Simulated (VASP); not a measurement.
## CdSe: single point with r2SCAN

CdSe:

```
Cd Se
1.0
     4.36174    0.00000    0.00000
    -2.18087    3.77738    0.00000
     0.00000    0.00000    7.05650
Cd Se
2 2
Cartesian
  0.0000 2.5183 0.0320
  2.1809 1.2591 3.5603
  0.0000 2.5183 2.6847
  2.1809 1.2591 6.2130
```

This cell differs from its parent crystal: in-plane strain +0.005.

| Property | Result |
| --- | --- |
| Program | VASP 6.6.1 |
| Task | single point |
| Functional | r2SCAN |
| Potentials or basis | VASP PAW PBE potentials, release 64 (Cd, Se) |
| Cutoff | 520 eV |
| k mesh | 6 × 6 × 4 |
| Occupations | gaussian, width 0.01 eV |
| Spin | no spin polarisation |

```
Pressure               : -0.1 GPa
Largest force          : 0.054 eV/Å
Band gap on the k mesh : 1.09 eV
```

Forces on the atoms (eV/Å):
```
Cd   0.000  0.000 -0.054
Cd   0.000  0.000 -0.054
Se   0.000  0.000  0.054
Se   0.000  0.000  0.054
```

Stress tensor (GPa, compression positive):
```
-0.33  0.00  0.00
 0.00 -0.33  0.00
 0.00  0.00  0.35
```

Levels at points of the mesh, in eV from the valence-band top:
```tsv
k point	band 16	band 17	band 18	band 19	band 20	band 21
(0.00, 0.00, 0.00)	-0.02	0.00	0.00	1.09	2.60	6.35
(0.50, 0.00, 0.00)	-1.79	-1.26	-0.71	3.63	3.68	5.13
(0.00, 0.00, 0.50)	-0.39	-0.39	-0.39	2.76	2.76	6.29
(0.50, 0.00, 0.50)	-1.29	-1.28	-1.28	3.34	3.34	5.28
```

Wall time 7.4 min on 1 thread of Intel Xeon 8259CL, on a shared host, peak memory 0.27 GiB.

Caveat: the cell differs from its parent crystal (in-plane strain +0.005); the PAW data sets were made with another functional, which shifts forces and pressure a little.
